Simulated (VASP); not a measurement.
Runs of VASP 6.6.1 on Ni. The structure is that of space group Fm-3m (No. 225), or close to it. The cells are those of the table. 

```csv
task,level,cell,cutoff (eV),gap on the mesh (eV),pressure (GPa),moment (μB)
single point,PBEsol,"a = 2.528 Å, angles 60.0°, 1 atom",520,none,-17.3,0.64
single point,PBEsol,"a = 2.373 Å, angles 60.0°, 1 atom",520,none,(c),0.61
single point,PBEsol,"a = 2.347 Å, angles 60.0°, 1 atom",520,none,39.6,0.60
relaxation of cell and atoms,PBEsol,"relaxed from a = 2.451 Å, angles 60.0°, 1 atom",600,none,0.0,0.62
single point,PBEsol+D4,"a = 2.449 Å, angles 60.0°, 1 atom",520,none,(b),0.62
single point,PBEsol,"a = 2.449 Å, angles 60.0°, 1 atom",520,none,(a),0.62
```

Alike in all rows: potentials or basis VASP PAW PBE potentials, release 64 (Ni); spin collinear, ferromagnetic start; k mesh 20 × 20 × 20; smearing gaussian 0.1 eV.

**Question.** Fill in the values left out.

**Answer.** (a) -0.1; (b) -3.9; (c) 26.9.

Caveats: the PAW data sets were made with another functional, which shifts forces and pressure a little; the cell stands under tension (at least some runs); the cell stands under pressure (at least some runs).

A gap of «none» marks levels without a gap at the run's occupations.
